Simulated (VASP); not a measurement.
A run of VASP 6.6.1 is set up as follows.

Contents of INCAR:

```
SYSTEM = Li2Se
  ALGO = Normal
  EDIFF = 1E-6
  ENCUT = 750
  GGA = PS
  GGA_COMPAT = .FALSE.
  ISIF = 2
  ISMEAR = 0
  LASPH = .TRUE.
  LCHARG = .FALSE.
  LREAL = .FALSE.
  LWAVE = .FALSE.
  NBANDS = 13
  NELM = 120
  PREC = Accurate
  SIGMA = 0.01
```

The input KPOINTS:

```
k-points
0
G
  8 8 8
  0 0 0
```

POSCAR

```
Li2Se
1.0
    2.9216806428      2.9216806428      0.0000000000
   -2.9216806428      2.9216806428      0.0000000000
    0.0000000000      2.9216806428      2.9216806428
Li Se
2 1
Direct
    0.2500000000      0.7500000000      0.5000000000
    0.7500000000      0.2500000000      0.5000000000
    0.0000000000      0.0000000000      0.0000000000
```

Potentials or basis: VASP PAW PBE potentials, release 64 (Li_sv, Se).

Launch:

```bash
$ cat potpaw_PBE.64/Li_sv/POTCAR potpaw_PBE.64/Se/POTCAR > POTCAR
$ mpirun -np 1 vasp_std > vasp.out
```

Predict the pressure.

2.0 GPa.

Estimate the band gap on the k mesh.

2.76 eV, indirect (least direct gap 3.59 eV).

Caveat: the PAW data sets were made with another functional, which shifts forces and pressure a little. A k mesh can miss the band edges.
